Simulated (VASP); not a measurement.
Input of a VASP 6.6.1 run:

File INCAR:

```
SYSTEM = ZnS
PREC     = Accurate       ! precision mode
ENCUT    = 520            ! plane-wave cutoff, eV
EDIFF    = 1E-7           ! SCF threshold, eV
ISMEAR   = 0              ! smearing method
SIGMA    = 0.05           ! smearing width, eV
LREAL    = .False.        ! projectors in reciprocal space
LASPH    = .True.         ! aspherical terms in the spheres
NELM     = 80             ! most SCF steps
ALGO     = Normal         ! electronic algorithm
ISIF     = 2              ! what is computed and relaxed
LWAVE    = .False.        ! write WAVECAR
LCHARG   = .False.        ! write CHGCAR
GGA      = PE             ! functional
NBANDS   = 46             ! bands
```

File KPOINTS:

```
regular mesh
0
Gamma
  8 8 3
  0 0 0
```

Contents of POSCAR:

```
ZnS
1.0
   -3.8109987816      0.0000000000      0.0000000000
   -1.9054993908     -3.3004217586      0.0000000000
   -0.9529402453     -0.5501803072     12.4680000000
Zn S
4 4
Direct
    0.2243532083      0.2243532083      0.6537500000
    0.3077032083      0.3077032083      0.1537500000
    0.5160115417      0.5160115417      0.9037500000
    0.5993615417      0.5993615417      0.4037500000
    0.1922634583      0.1922634583      0.8462500000
    0.2756134583      0.2756134583      0.3462500000
    0.6506217917      0.6506217917      0.0962500000
    0.5672717917      0.5672717917      0.5962500000
```

Potentials or basis: VASP PAW PBE potentials, release 64 (Zn, S).

Run with:

```console
$ cat potpaw_PBE.64/Zn/POTCAR potpaw_PBE.64/S/POTCAR > POTCAR
$ mpirun -np 1 vasp_std > vasp.out
```

**Question.** Estimate the band gap on the k mesh.

**Answer.** 1.95 eV.

**Question.** What does it give for the largest force?

**Answer.** 0.763 eV/Å.

Forces on the atoms (eV/Å):
```
Zn  -0.014 -0.008  0.227
Zn   0.048  0.028  0.352
Zn  -0.335 -0.193  0.434
Zn   0.004  0.003  0.217
S   -0.093 -0.054 -0.157
S    0.019  0.011 -0.208
S    0.370  0.213 -0.632
S    0.002  0.001 -0.232
```

Caveat: an odd mesh through Γ misses points on the zone boundary, where band edges can lie.
